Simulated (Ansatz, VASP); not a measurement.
Two plane-wave programs on LiF

```
Li F
1.0
     2.55953    0.00000    0.00000
     0.00000    2.55953    0.00000
     0.00000    0.00000    2.66191
Li F
1 1
Direct
  0.00000 0.00000 0.00000
  0.50000 0.50000 0.50000
```

Change from the starting cell: strain +0.000 along x and y, +0.040 along z, atoms carried along.

Alike in both runs: task single point; functional PBE; k mesh 10 × 10 × 10; occupations gaussian, width 0.05 eV; no spin polarisation.

|  | VASP | Ansatz |
| --- | --- | --- |
| version | VASP 6.6.1 | Ansatz 0.2.0 |
| potentials or method | VASP PAW PBE potentials, release 64 (Li_sv, F), cutoff 520 eV | scalar-relativistic, plane waves, PAW |
| valence electrons in the cell | 10 | 10 |

```csv
,VASP,Ansatz,Ansatz less VASP
gap on the k mesh at the Fermi level (eV),7.09,7.08,-0.009
least direct gap on the mesh (eV),7.68,7.67,-0.009
```

With one functional, cell and mesh, what is left measures potentials, basis and numerics.

Noted on VASP's run: the cutoff is short for stress, so the pressure is rough.
